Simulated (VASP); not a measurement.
**Ge2Sb2O: relaxation of cell and atoms with PBE**

The system is Ge2Sb2O.

```
Ge Sb O
1.0
    -2.19195    2.19195    5.25571
     2.19195   -2.19195    5.25571
     2.19195    2.19195   -5.25571
Ge Sb O
2 2 1
Direct
  0.62962 0.62962 0.00000
  0.37038 0.37038 0.00000
  0.75000 0.25000 0.50000
  0.25000 0.75000 0.50000
  0.00000 0.00000 0.00000
```

The cell was generated, and may not be a known phase.

```json
{
  "Program": "VASP 6.6.1",
  "Task": "relaxation of cell and atoms",
  "Functional": "PBE",
  "Potentials or basis": "VASP PAW PBE potentials, release 64 (Ge_d, Sb, O)",
  "Cutoff": "600 eV",
  "k mesh": "6 × 6 × 6",
  "Occupations": "gaussian, width 0.1 eV",
  "Spin": "no spin polarisation",
  "Dipole correction": "no",
  "Further INCAR settings": "ALGO = Normal; EDIFF = 1e-07; IBRION = 2; EDIFFG = -0.04; NSW = 90; ISIF = 3"
}
```

```yaml
Relaxed_volume: 21.99 Å³/atom
Relaxed_cell: a = 5.242 Å, b = 5.242 Å, c = 5.242 Å, α = 112.64°, β = 112.64°, γ = 103.31°
Space_group_after_relaxing_to_0.1_Å: I4/mmm (No. 139)
Pressure_after_relaxing: -0.1 GPa
Largest_force_after_relaxing: 0.027 eV/Å
Band_gap_on_the_k_mesh: zero (bands 22 and 23 overlap by 2.48 eV)
```

Forces on the atoms (eV/Å):
```
Ge   0.000  0.000  0.027
Ge   0.000  0.000 -0.027
Sb   0.000  0.000  0.000
Sb   0.000  0.000  0.000
O    0.000  0.000  0.000
```

Stress tensor (GPa, compression positive):
```
-0.29  0.00  0.00
 0.00 -0.29  0.00
 0.00  0.00  0.14
```

Final structure:
```cif
data_structure
_symmetry_space_group_name_H-M 'P 1'
_symmetry_Int_Tables_number 1
_cell_length_a 5.2421
_cell_length_b 5.2421
_cell_length_c 5.2421
_cell_angle_alpha 112.635
_cell_angle_beta 112.635
_cell_angle_gamma 103.314
_cell_volume 109.94
loop_
_atom_site_label
_atom_site_type_symbol
_atom_site_fract_x
_atom_site_fract_y
_atom_site_fract_z
_atom_site_occupancy
Ge1 Ge 0.72191 0.72191 0.00000 1
Ge2 Ge 0.27809 0.27809 0.00000 1
Sb1 Sb 0.75000 0.25000 0.50000 1
Sb2 Sb 0.25000 0.75000 0.50000 1
O1 O 0.00000 0.00000 0.00000 1
```

Levels at points of the mesh, in eV from the Fermi level:
| k point | band 19 | band 20 | band 21 | band 22 | band 23 | band 24 | band 25 | band 26 |
| --- | --- | --- | --- | --- | --- | --- | --- | --- |
| (0.00, 0.00, 0.00) | -3.48 | -2.72 | -2.18 | -1.29 | -1.29 | 2.28 | 3.14 | 4.02 |
| (0.50, 0.00, 0.00) | -3.42 | -0.94 | -0.65 | -0.43 | 0.13 | 0.86 | 2.57 | 3.71 |
| (0.50, 0.50, 0.00) | -2.74 | -0.73 | -0.32 | 1.20 | 1.51 | 1.66 | 1.84 | 2.69 |
| (0.50, 0.50, 0.50) | -1.78 | -1.78 | -1.13 | -1.13 | -0.86 | 3.03 | 4.65 | 5.28 |

Run time: 51 min on 1 thread of AMD EPYC 9R45 96-Core Processor (Zen 5), on a shared host, peak memory 0.41 GiB.

Caveat: spin-orbit coupling is left out, which moves the levels of the heavy elements.
